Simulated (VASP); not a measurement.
Runs of VASP 6.6.1 on SnSe. The structure is that of space group Fm-3m (No. 225), or close to it. The cells are those of the table. 

```csv
cell,smearing,gap on the mesh (eV),pressure (GPa)
"a = 4.415 Å, angles 60.0°, 2 atoms",gaussian 0.05 eV,0.15,-3.6
"a = 4.347 Å, angles 60.0°, 2 atoms",gaussian 0.05 eV,0.32,(b)
"a = 4.171 Å, angles 60.0°, 2 atoms",gaussian 0.05 eV,0.48,4.7
"a = 4.257 Å, angles 60.0°, 2 atoms",gaussian 0.02 eV,0.50,1.0
"a = 4.249 Å, angles 60.0°, 2 atoms",gaussian 0.05 eV,0.51,(c)
"a = 4.265 Å, angles 60.0°, 2 atoms",gaussian 0.05 eV,0.50,0.7
"a = 4.240 Å, angles 60.0°, 2 atoms",gaussian 0.05 eV,0.51,1.7
"a = 4.230 Å, angles 60.0°, 2 atoms",gaussian 0.05 eV,0.52,(d)
"a = 4.372 Å, angles 60.0°, 2 atoms",gaussian 0.05 eV,0.26,-2.6
"a = 4.204 Å, angles 60.0°, 2 atoms",gaussian 0.05 eV,(a),3.2
```

Alike in all rows: task single point; level PBE; potentials or basis VASP PAW PBE potentials, release 64 (Sn_d, Se); no spin polarisation; k mesh 10 × 10 × 10; cutoff (eV) 520.

**Question.** Fill in the values left out.

**Answer.** (a) 0.53; (b) -1.9; (c) 1.3; (d) 2.0.

Caveats: spin-orbit coupling is left out, which moves the levels of the heavy elements.

A k mesh can miss the band edges, and the runs leave out spin-orbit coupling on Se, Sn.
